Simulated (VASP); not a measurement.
Here is a VASP 6.6.1 calculation.

INCAR

```
SYSTEM = In
ALGO = Normal ; EDIFF = 1E-6
ENCUT = 500 ; GGA = PE
GGA_COMPAT = .FALSE. ; ISIF = 2
ISMEAR = 0 ; LASPH = .TRUE.
LCHARG = .FALSE. ; LREAL = .FALSE.
LWAVE = .FALSE. ; NBANDS = 34
NELM = 120 ; PREC = Accurate
SIGMA = 0.1
```

KPOINTS

```
k-points
0
G
  6 6 2
  0 0 0
```

Contents of POSCAR:

```
In
1.0
    3.3535862096      0.0000000000      0.0000000000
   -1.6767931048      2.9042908513      0.0000000000
    0.0000000000      0.0000000000     11.1693507004
In
4
Direct
    0.0000000000      0.0000000000      0.0000000000
    0.3333333333      0.6666666667      0.2500000000
    0.0000000000      0.0000000000      0.5000000000
    0.6666666667      0.3333333333      0.7500000000
```

Potentials or basis: VASP PAW PBE potentials, release 64 (In_d).

Command:

```sh
$ cat potpaw_PBE.64/In_d/POTCAR > POTCAR
$ mpirun -np 1 vasp_std > vasp.out
```

(1) What does it give for the band gap on the k mesh?

(2) Predict the pressure.

Answers

(1) zero (band 26 reaches 10.25 eV, above the bottom of band 27 at 5.87 eV).

(2) 0.0 GPa.

Caveat: the k points lie up to 0.36 Å⁻¹ apart; spin-orbit coupling is left out, which moves the levels of the heavy elements.
